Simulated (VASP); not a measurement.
Set up this calculation in VASP 6.6.1, as the native input.

```
Task                   : single point
Functional             : r2SCAN
Potentials or basis    : VASP PAW PBE potentials, release 64 (Au)
Cutoff                 : 520 eV
k mesh                 : 20 × 20 × 20
Occupations            : gaussian, width 0.15 eV
Spin                   : no spin polarisation
Dipole correction      : no
Further INCAR settings : ALGO = Normal; EDIFF = 1e-06; NBANDS = 12
```

Au:

```xyz
1
Lattice="-1.6076 1.6076 1.7070 1.6076 -1.6076 1.7070 1.6076 1.6076 -1.7070" Properties=species:S:1:pos:R:3 pbc="T T T"
Au    0.0000    0.0000    0.0000
```

This cell differs from its parent crystal: strain -0.030 along x and y, +0.030 along z.

These files were run (other wordings do the same):

POSCAR

```
Au
1.0
   -1.6075509300      1.6075509300      1.7069870700
    1.6075509300     -1.6075509300      1.7069870700
    1.6075509300      1.6075509300     -1.7069870700
Au
1
Direct
    0.0000000000      0.0000000000      0.0000000000
```

INCAR.step1

```
SYSTEM = Au
PREC     = Accurate       ! precision mode
ENCUT    = 520            ! plane-wave cutoff, eV
ISMEAR   = 0              ! smearing method
SIGMA    = 0.15           ! smearing width, eV
LREAL    = .False.        ! projectors in reciprocal space
LASPH    = .True.         ! aspherical terms in the spheres
NELM     = 100            ! most SCF steps
NBANDS   = 12             ! bands
GGA      = PE             ! functional
ALGO     = Normal         ! electronic algorithm
EDIFF    = 1E-4           ! SCF threshold, eV
LWAVE    = .True.         ! write WAVECAR
LCHARG   = .False.        ! write CHGCAR
```

INCAR.step2

```
SYSTEM = Au
PREC     = Accurate       ! precision mode
ENCUT    = 520            ! plane-wave cutoff, eV
EDIFF    = 1E-6           ! SCF threshold, eV
ISMEAR   = 0              ! smearing method
SIGMA    = 0.15           ! smearing width, eV
LREAL    = .False.        ! projectors in reciprocal space
LASPH    = .True.         ! aspherical terms in the spheres
NELM     = 100            ! most SCF steps
ALGO     = Normal         ! electronic algorithm
ISIF     = 2              ! what is computed and relaxed
LWAVE    = .False.        ! write WAVECAR
LCHARG   = .True.         ! write CHGCAR
METAGGA  = R2SCAN         ! meta-GGA
LMIXTAU  = .True.       
LELF     = .True.         ! ELF
LVHAR    = .True.       
NBANDS   = 12             ! bands
ISTART   = 1
```

KPOINTS

```
Automatic mesh
0
Gamma
  20 20 20
  0 0 0
```

Potentials or basis: VASP PAW PBE potentials, release 64 (Au).

The run is started by

```sh
$ cat potpaw_PBE.64/Au/POTCAR > POTCAR
$ cp INCAR.step1 INCAR
$ mpirun -np 1 vasp_std > vasp.out
$ cp INCAR.step2 INCAR
$ mpirun -np 1 vasp_std > vasp.out
```

Results of the run:

```
Pressure               : -0.2 GPa
Band gap on the k mesh : zero (an odd number of electrons rules out a gap without spin polarisation)
```

Caveat: the cell differs from its parent crystal (strain -0.030 along x and y, +0.030 along z); the PAW data sets were made with another functional, which shifts forces and pressure a little; spin-orbit coupling is left out, which moves the levels of the heavy elements.

It took 3.7 min on 1 thread of Intel(R) Xeon(R) Platinum 8488C (Sapphire Rapids), on a shared host, peak memory 0.25 GiB.
